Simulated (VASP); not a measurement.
**Y: electric field gradients with PBE**

Y:

```
Y
1.0
     0.00000    2.53374    2.53374
     2.53374    0.00000    2.53374
     2.53374    2.53374    0.00000
Y
1
Cartesian
  0.0000 0.0000 0.0000
```

This cell differs from its parent crystal: volume scaled by 1.06.

* Program: VASP 6.6.1
* Task: electric field gradients
* Functional: PBE
* Potentials or basis: VASP PAW PBE potentials, release 64 (Y_sv)
* Cutoff: 520 eV
* k mesh: 13 × 13 × 13
* Occupations: fermi-dirac, width 0.05 eV
* Spin: no spin polarisation
* Dipole correction: no
* Further INCAR settings: ALGO = Normal; EDIFF = 1e-08; NBANDS = 12

* Pressure: -0.2 GPa

Levels at points of the mesh, in eV from the Fermi level:
| k point | band 3 | band 4 | band 5 | band 6 | band 7 | band 8 |
| --- | --- | --- | --- | --- | --- | --- |
| (0.00, 0.00, 0.00) | -22.38 | -22.38 | -4.76 | 1.79 | 1.79 | 1.79 |

Wall time 100 s on 1 thread of AMD EPYC 7R13, on a shared host, peak memory 0.16 GiB.

Caveat: without QUAD_EFG the Cq values of the log hold for a quadrupole moment of 1 mb, not for the nuclei.
